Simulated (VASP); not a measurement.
A run of VASP 6.6.1 is set up as follows.

File INCAR:

```
  PREC = Accurate
  ENCUT = 600
  EDIFF = 1E-7
  ISMEAR = 0
  SIGMA = 0.02
  LREAL = F
  LASPH = T
  NELM = 100
  ALGO = Normal
  ISIF = 3
  LWAVE = F
  LCHARG = F
  GGA = PE
  IBRION = 2
  NSW = 100
  EDIFFG = -0.01
```

File KPOINTS:

```
Automatic mesh
0
Gamma
  12 12 1
```

File POSCAR:

```
AlB2N3
1.0
    2.7681179288      0.0000000000      0.0000000000
   -1.3840589644      2.3972604470      0.0000000000
    0.0000000000      0.0000000000     24.2678106729
Al B N
2 4 6
Direct
    0.0000000000      0.0000000000      0.2500000000
    0.0000000000      0.0000000000      0.7500000000
    0.0000000000      0.0000000000      0.9177344016
    0.0000000000      0.0000000000      0.5822655984
    0.0000000000      0.0000000000      0.0822655984
    0.0000000000      0.0000000000      0.4177344016
    0.6666666667      0.3333333333      0.7500000000
    0.6666666667      0.3333333333      0.0822642318
    0.6666666667      0.3333333333      0.4177357682
    0.3333333333      0.6666666667      0.9177357682
    0.3333333333      0.6666666667      0.2500000000
    0.3333333333      0.6666666667      0.5822642318
```

Potentials or basis: VASP PAW PBE potentials, release 64 (Al, B, N).

Command:

```sh
$ cat potpaw_PBE.64/Al/POTCAR potpaw_PBE.64/B/POTCAR potpaw_PBE.64/N/POTCAR > POTCAR
$ mpirun -np 1 vasp_std > vasp.out
```

(1) Predict the relaxed volume.

(2) What does it give for the band gap on the k mesh?

(3) Estimate the space group after relaxing (to 0.05 Å).

(4) Predict the relaxed cell.

## Answers

(1) 13.44 Å³/atom.

(2) 2.85 eV, direct.

(3) P6_3/mmc (No. 194).

(4) a = 2.770 Å, b = 2.770 Å, c = 24.271 Å, α = 90.00°, β = 90.00°, γ = 120.00°.
